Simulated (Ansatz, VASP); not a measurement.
# LiCl: VASP beside Ansatz

```
Li Cl
1.0
     0.00000    2.57069    2.57069
     2.57069    0.00000    2.57069
     2.57069    2.57069    0.00000
Li Cl
1 1
Direct
  0.00000 0.00000 0.00000
  0.50000 0.50000 0.50000
```

Alike in both runs: task single point; functional PBE; k mesh 6 × 6 × 6; occupations gaussian, width 0.1 eV; no spin polarisation.

|  | VASP | Ansatz |
| --- | --- | --- |
| version | VASP 6.6.1 | Ansatz 0.2.0 |
| potentials or method | VASP PAW PBE potentials, release 64 (Li_sv, Cl), cutoff 750 eV | scalar-relativistic, plane waves, PAW |
| valence electrons in the cell | 10 | 10 |

Ansatz gave:

- gap on the k mesh at the Fermi level (eV): 6.29
- least direct gap on the mesh (eV): 6.29
- pressure (GPa): 0.2

**Question.** Which values does VASP return?

**Answer.** gap on the k mesh at the Fermi level (eV): 6.29; least direct gap on the mesh (eV): 6.29; pressure (GPa): 0.1.

The functional is the same, so the differences come from potentials, cutoffs and numerics.
